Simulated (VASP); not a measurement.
A run of VASP 6.6.1 is set up as follows.

The input INCAR:

```
  PREC = Accurate
  ENCUT = 520
  EDIFF = 1E-6
  ISMEAR = -1
  SIGMA = 0.05
  LREAL = F
  LASPH = T
  NELM = 60
  ALGO = Normal
  ISIF = 2
  LWAVE = F
  LCHARG = F
  GGA = PS
  NBANDS = 30
```

Contents of KPOINTS:

```
regular mesh
0
Gamma
  6 6 6
```

File POSCAR:

```
Ga3Se
1.0
    4.3419811414      0.0000000000      0.0000000000
    0.0000000000      4.3419811414      0.0000000000
    0.0000000000      0.0000000000      4.3419811414
Se Ga
1 3
Direct
    0.0000000000      0.0000000000      0.0000000000
    0.5000000000      0.5000000000      0.0000000000
    0.5000000000      0.0000000000      0.5000000000
    0.0000000000      0.5000000000      0.5000000000
```

Potentials or basis: VASP PAW PBE potentials, release 64 (Se, Ga_d).

Launch:

```console
$ cat potpaw_PBE.64/Se/POTCAR potpaw_PBE.64/Ga_d/POTCAR > POTCAR
$ mpirun -np 1 vasp_std > vasp.out
```

Question: Predict the pressure.

Answer: -1.0 GPa.

Caveat: the PAW data sets were made with another functional, which shifts forces and pressure a little.
